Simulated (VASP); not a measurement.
# SiSn2 (P-3m1) in VASP: further runs

The runs below take SiSn2 through single point, relaxation of cell and atoms, with PBE.

Everything below comes from runs of VASP 6.6.1. Logs are shortened: lines on timing, memory, paths and dates and some standing lists are left out, and cuts for length are marked.

### 1 The cell of the first run

It takes space group P-3m1 (No. 164, trigonal). The conventional cell has a = 4.434 Å, b = 4.434 Å, c = 10.820 Å, α = 90.00°, β = 90.00°, γ = 120.00°. Within 3.1 Å of Si (site symmetry 3m) lie 1 Si at 2.37 Å and 3 Sn at 2.68 Å. Within 3.7 Å of Sn (site symmetry 3m) lie 4 Sn at 2.79 to 2.86 Å. Sn (site symmetry 3m) has 3 Si at 2.68 Å and 1 Sn at 2.86 Å within 3.5 Å.

### 2 Single point, PBE

INCAR reads:

```
SYSTEM = SiSn2
ALGO = Fast ; EDIFF = 1E-6
ENCUT = 520 ; GGA = PE
ISIF = 2 ; ISMEAR = 0
LASPH = .TRUE. ; LCHARG = .TRUE.
LELF = .TRUE. ; LREAL = .FALSE.
LVHAR = .TRUE. ; LWAVE = .FALSE.
NBANDS = 41 ; NELM = 80
PREC = Accurate ; SIGMA = 0.1
```

KPOINTS reads:

```
k-points
0
G
  6 6 2
  0 0 0
```

POSCAR reads:

```
SiSn2
1.0
    4.4341522770      0.0000000000      0.0000000000
   -2.2170761385      3.8400885161      0.0000000000
    0.0000000000      0.0000000000     10.8202134760
Si Sn
2 4
Direct
    0.0000000000      0.0000000000      0.3905978872
    0.0000000000      0.0000000000      0.6094021128
    0.3333333333      0.6666666667      0.0517955570
    0.6666666667      0.3333333333      0.6834305849
    0.3333333333      0.6666666667      0.3165694151
    0.6666666667      0.3333333333      0.9482044430
```

Potentials or basis: VASP PAW PBE potentials, release 64 (Si, Sn_d).

Started as:

```bash
$ cat potpaw_PBE.64/Si/POTCAR potpaw_PBE.64/Sn_d/POTCAR > POTCAR
$ mpirun -np 1 vasp_std > vasp.out
```

OUTCAR:

```text
SYSTEM = SiSn2
   EDIFF = 1E-6
   ENCUT = 520
   GGA = PE
   ISIF = 2
   ISMEAR = 0
   LASPH = .TRUE.
   LREAL = .FALSE.
   NELM = 80
   PREC = Accurate

 ion  position               nearest neighbor table
   1  0.000  0.000  0.391-   2 2.37   5 2.68   5 2.68   5 2.68
   2  0.000  0.000  0.609-   1 2.37   4 2.68   4 2.68   4 2.68
   3  0.333  0.667  0.052-   6 2.79   6 2.79   6 2.79   5 2.86
   4  0.667  0.333  0.683-   2 2.68   2 2.68   2 2.68   6 2.86
   5  0.333  0.667  0.317-   1 2.68   1 2.68   1 2.68   3 2.86
   6  0.667  0.333  0.948-   3 2.79   3 2.79   3 2.79   4 2.86

  LATTYP: Found a hexagonal cell.
 ALAT       =     4.4341522770
 C/A-ratio  =     2.4401988926

  Lattice vectors:

 A1 = (   4.4341522770,   0.0000000000,   0.0000000000)
 A2 = (  -2.2170761385,   3.8400885161,   0.0000000000)
 A3 = (   0.0000000000,   0.0000000000,  10.8202134760)

Analysis of symmetry for initial positions (statically):
=====================================================================
 Subroutine PRICEL returns:
 Original cell was already a primitive cell.

 Routine SETGRP: Setting up the symmetry group for a
 hexagonal supercell.

 Subroutine GETGRP returns: Found 12 space group operations
 (whereof 12 operations were pure point group operations)
 out of a pool of 24 trial point group operations.

The static configuration has the point symmetry D_3d.

Analysis of symmetry for dynamics (positions and initial velocities):
=====================================================================
 Subroutine PRICEL returns:
 Original cell was already a primitive cell.

 Routine SETGRP: Setting up the symmetry group for a
 hexagonal supercell.

 Subroutine GETGRP returns: Found 12 space group operations
 (whereof 12 operations were pure point group operations)
 out of a pool of 24 trial point group operations.

The dynamic configuration has the point symmetry D_3d.

 Subroutine INISYM returns: Found 12 space group operations
 (whereof 12 operations are pure point group operations),
 and found     1 'primitive' translations

----------------------------------------------------------------------------------------

                                     Primitive cell

  volume of cell :     184.2416

  direct lattice vectors                    reciprocal lattice vectors
[... 86 lines left out ...]
   EDIFFG = 0.1E-04   stopping-criterion for IOM
   NSW    =      0    number of steps for IOM
   IBRION =     -1    ionic relax: 0-MD 1-quasi-New 2-CG
   NFREE  =      0    steps in history (QN), initial steepest desc. (CG)
   ISIF   =      2    stress and relaxation
   ISYM   =      2    0-nonsym 1-usesym 2-fastsym
   POTIM  = 0.5000    time-step for ionic-motion
   TEBEG  =    0.0;   TEEND  =   0.0 temperature during run
   PSTRESS=    0.0 pullay stress
   NELECT =      64.0000    total number of electrons
   NUPDOWN=      -1.0000    fix difference up-down
   EMIN   =  10.00;   EMAX   =-10.00  energy-range for DOS
   EFERMI =   0.00;   METHOD = LEGACY
   ISMEAR =     0;   SIGMA  =   0.10  broadening in eV -4-tet -1-fermi 0-gaus
   EFERMI_NEDOS =   21; number of points for ismear=-14 and -15
   IALGO  =     68    algorithm
   IMIX   =      4    mixing-type and parameters
     AMIX     =   0.40;   BMIX     =  1.00
     AMIX_MAG =   1.60;   BMIX_MAG =  1.00
  volume/ion in A,a.u.               =      30.71       207.22
  Fermi-wavevector in a.u.,A,eV,Ry     =   1.150815  2.174725 18.019225  1.324376
  Thomas-Fermi vector in A             =   2.287477
   LORBIT       =      0    0 simple, 1 ext, 2 COOP (PROOUT), +10 PAW based schemes
   GGA     = PE    functional components
   LHFCALC =     F    Hartree Fock is set to
   AEXX    =    0.0000 exact exchange contribution
   IVDW    =     0    specifies the selected vdW correction
   LEPSILON=     F    determine dielectric tensor
   LRPA    =     F    only Hartree local field effects (RPA)
 non-spin polarized calculation
 RMM-DIIS sequential band-by-band and
 Gauss-broadening in eV      SIGMA  =   0.10
  energy-cutoff  :      520.00
  volume of cell :      184.24
 maximum number of plane-waves:      5008
 NGX is ok and might be reduce to    36
   NGX = 17   NGY = 17   NGZ = 41

 number of electron      64.0000004 magnetization

 Free energy of the ion-electron system (eV)
  ---------------------------------------------------
  ext. energy  EPLUGINS =         0.00000000
  ---------------------------------------------------
  free energy    TOTEN  =       -25.51817410 eV

  energy without entropy =      -25.51501583  energy(sigma->0) =      -25.51659496

 E-fermi :   5.3585     XC(G=0):  -8.8533

 val. band max:        5.3471040049   @ k =   0.0000   0.0000   0.0000
 cond. band min:       5.4599223369   @ k =   0.5000   0.0000   0.5000
 fundamental gap:      0.1128183320
 Fermi energy:         5.3584683667

 k-point     1 :       0.0000    0.0000    0.0000
  band No.  band energies     occupation
      1     -16.2576      2.00000
      2     -16.2470      2.00000
      3     -16.2115      2.00000
      4     -16.2115      2.00000
      5     -16.1730      2.00000
      6     -16.1730      2.00000
[... 605 lines left out ...]
     40       9.5427      0.00000
     41      10.1577      0.00000

------------------------ aborting loop because EDIFF is reached ----------------------------------------

  FORCE on cell =-STRESS in cart. coord.  units (eV):
  Direction    XX          YY          ZZ          XY          YZ          ZX
  --------------------------------------------------------------------------------------
  -------------------------------------------------------------------------------------
  Total       -0.0057684     -0.0057684      0.1428507     -0.0000000     -0.0000000     -0.0000000
  in kB       -0.0501622     -0.0501622      1.2422397     -0.0000000     -0.0000000     -0.0000000
  external PRESSURE =       0.3806385 kB  Pullay stress =       0.0000000 kB

 VOLUME and BASIS-vectors are now :
 -----------------------------------------------------------------------------
  energy-cutoff  :      520.00
  volume of cell :      184.24
      direct lattice vectors                 reciprocal lattice vectors
     4.434152277  0.000000000  0.000000000     0.225522250  0.130205332  0.000000000
    -2.217076138  3.840088516  0.000000000     0.000000000  0.260410664  0.000000000
     0.000000000  0.000000000 10.820213476     0.000000000  0.000000000  0.092419618

 POSITION                                       TOTAL-FORCE (eV/Angst)
 -----------------------------------------------------------------------------------
      0.00000      0.00000      4.22635        -0.000000     -0.000000      0.031118
      0.00000      0.00000      6.59386        -0.000000      0.000000     -0.031118
     -0.00000      2.56006      0.56044        -0.000000      0.000000      0.004774
      2.21708      1.28003      7.39486         0.000000      0.000000      0.012052
     -0.00000      2.56006      3.42535        -0.000000     -0.000000     -0.012052
      2.21708      1.28003     10.25977        -0.000000     -0.000000     -0.004774
 -----------------------------------------------------------------------------------
    total drift:                                0.000000      0.000000      0.000000

  FREE ENERGIE OF THE ION-ELECTRON SYSTEM (eV)
  ---------------------------------------------------
  free  energy   TOTEN  =       -25.5181740950 eV

  energy  without entropy=      -25.5150158347  energy(sigma->0) =      -25.51659496
```

stdout:

```text
POSCAR found type information on POSCAR SiSn
 POSCAR found :  2 types and       6 ions
 scaLAPACK will be used
 LDA part: xc-table for (Slater+PW92), standard interpolation
 POSCAR, INCAR and KPOINTS ok, starting setup
 FFT: planning ... GRIDC
 FFT: planning ... GRID_SOFT
 FFT: planning ... GRID
 WAVECAR not read
 entering main loop
```

Wall time 86 s (1 thread of Intel Xeon Platinum 8488C (Sapphire Rapids), shared host); peak memory 0.35 GiB.

Results:

```yaml
Free_energy: -25.5182 eV
Pressure: 0.0 GPa
Largest_force: 0.031 eV/Å
Band_gap_on_the_k_mesh: zero (bands 32 and 33 overlap by 0.01 eV)
```

Forces in eV/Å, atoms in the order of the input:
```
Si   0.000  0.000  0.031
Si   0.000  0.000 -0.031
Sn   0.000  0.000  0.005
Sn   0.000  0.000  0.012
Sn   0.000  0.000 -0.012
Sn   0.000  0.000 -0.005
```

Caveat: semilocal functionals underestimate gaps, so a narrow gap can read as zero; spin-orbit coupling is left out, which moves the levels of the heavy elements.

### 3 Relaxation of cell and atoms, PBE

This run uses another cell than the first one, of 23.78 Å³/atom.

INCAR reads:

```
SYSTEM = SiSn2
ALGO = Normal
EDIFF = 1E-6
EDIFFG = -0.04
ENCUT = 600
GGA = PE
IBRION = 2
ISIF = 3
ISMEAR = 0
LASPH = .True.
LCHARG = .False.
LREAL = .False.
LWAVE = .False.
NELM = 60
NSW = 90
PREC = Accurate
SIGMA = 0.1
```

KPOINTS reads:

```
k-points
0
Gamma
  6 6 2
  0 0 0
```

POSCAR reads:

```
SiSn2
1.0
    4.0667785000      0.0000000000      0.0000000000
   -2.0333892500      3.5219334900      0.0000000000
    0.0000000000      0.0000000000      9.9615322100
Si Sn
2 4
Direct
    0.0000000000      0.0000000000      0.3750000000
    0.0000000000      0.0000000000      0.6250000000
    0.3333333300      0.6666666700      0.0416666700
    0.6666666700      0.3333333300      0.7083333300
    0.3333333300      0.6666666700      0.2916666700
    0.6666666700      0.3333333300      0.9583333300
```

Potentials or basis: VASP PAW PBE potentials, release 64 (Si, Sn_d).

Started as:

```bash
$ cat potpaw_PBE.64/Si/POTCAR potpaw_PBE.64/Sn_d/POTCAR > POTCAR
$ mpirun -np 1 vasp_std > vasp.out
```

Run time: 9 min. Hardware: 1 thread of Intel Xeon Platinum 8488C (Sapphire Rapids), shared host; peak memory 0.31 GiB.

Results (log left out):

```yaml
Free_energy: -25.5098 eV
Relaxed_volume: 30.74 Å³/atom
Relaxed_cell: a = 4.431 Å, b = 4.431 Å, c = 10.848 Å, α = 90.00°, β = 90.00°, γ = 120.00°
Space_group_after_relaxing_to_0.1_Å: P-3m1 (No. 164)
Energy_gained_by_relaxing: 540.2 meV/atom
Ionic_steps: 15
Pressure_after_relaxing: 0.0 GPa
Largest_force_after_relaxing: 0.013 eV/Å
Band_gap_on_the_k_mesh: zero (filled and empty bands touch)
```

Forces on the atoms (eV/Å):
```
Si   0.000  0.000 -0.013
Si   0.000  0.000  0.013
Sn   0.000  0.000 -0.008
Sn   0.000  0.000 -0.008
Sn   0.000  0.000  0.008
Sn   0.000  0.000  0.008
```

Step by step:
```csv
step,energy change (eV),largest force (eV/Å),pressure (GPa),volume (Å³)
1,0.0000,2.7447,24.26,142.68
2,-2.0035,0.5505,-5.91,230.70
3,-2.9252,0.8290,-0.63,188.67
4,-2.9247,0.8417,-0.40,187.67
5,-3.0550,0.7872,-0.25,186.39
6,-3.1133,0.9642,0.26,184.56
7,-3.1692,0.6486,0.26,184.29
8,-3.1963,0.8066,0.38,183.93
9,-3.2337,0.1968,-0.02,184.86
10,-3.2357,0.2094,-0.12,185.13
11,-3.2379,0.1518,-0.06,184.84
12,-3.2398,0.0486,0.06,184.21
13,-3.2404,0.0472,0.02,184.35
14,-3.2410,0.0454,-0.07,184.72
15,-3.2411,0.0126,0.01,184.42
```

Final structure:
```xyz
6
Lattice="4.4305 0.0000 0.0000 -2.2153 3.8370 0.0000 0.0000 0.0000 10.8482" Properties=species:S:1:pos:R:3 pbc="T T T"
Si    0.0000    0.0000    4.2416
Si    0.0000    0.0000    6.6066
Sn    0.0000    2.5580    0.5651
Sn    2.2153    1.2790    7.4162
Sn    0.0000    2.5580    3.4320
Sn    2.2153    1.2790   10.2831
```

Levels at points of the mesh, in eV from the Fermi level:
```
           k point  band 28  band 29  band 30  band 31  band 32  band 33  band 34  band 35  band 36  band 37
(0.00, 0.00, 0.00)    -0.73    -0.73    -0.46    -0.33    -0.02     0.22     0.22     0.91     2.15     2.15
(0.50, 0.00, 0.00)    -2.77    -2.53    -2.38    -1.66    -1.36     0.57     0.73     1.39     1.55     3.09
(0.00, 0.00, 0.50)    -1.55    -0.58    -0.58    -0.24    -0.01    -0.01     0.53     1.34     2.61     2.61
(0.50, 0.00, 0.50)    -3.04    -2.72    -1.96    -1.21    -1.05     0.08     0.58     1.43     2.23     2.36
```

Caveat: the volume moved by over 15 % at a fixed basis, so the end points are rough; semilocal functionals underestimate gaps, so a narrow gap can read as zero; spin-orbit coupling is left out, which moves the levels of the heavy elements.
